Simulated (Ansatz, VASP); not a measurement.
HfB2 in VASP and in Ansatz

```xyz
3
Lattice="3.1813 0.0000 0.0000 -1.5907 2.7551 0.0000 0.0000 0.0000 3.5258" Properties=species:S:1:pos:R:3 pbc="T T T"
Hf    0.0000    0.0000    0.0000
B     0.0000    1.8367    1.7629
B     1.5907    0.9184    1.7629
```

Alike in both runs: task single point; functional PBEsol; k mesh 11 × 11 × 8; no spin polarisation.

|  | VASP | Ansatz |
| --- | --- | --- |
| version | VASP 6.6.1 | Ansatz 0.2.0 |
| potentials or method | VASP PAW PBE potentials, release 64 (Hf_pv, B), cutoff 520 eV | plane waves, PAW |
| occupations | methfessel-paxton of order 1, width 0.1 eV | cold |
| valence electrons in the cell | 16 | 32 |

VASP gave:

```
pressure (GPa)                                                : -13.5
traceless stress, the component that is largest in VASP (GPa) : 0.01
```

Question: Estimate Ansatz's values.

Answer: Pressure (GPa): -13.3; traceless stress, the component that is largest in VASP (GPa): -0.12.

VASP's potentials were made for PBE, not for PBEsol. VASP's potentials hold 16 valence electrons a cell and Ansatz's 32, so a difference there can come from the potentials and not from the codes.

Neither program's run includes spin-orbit coupling.
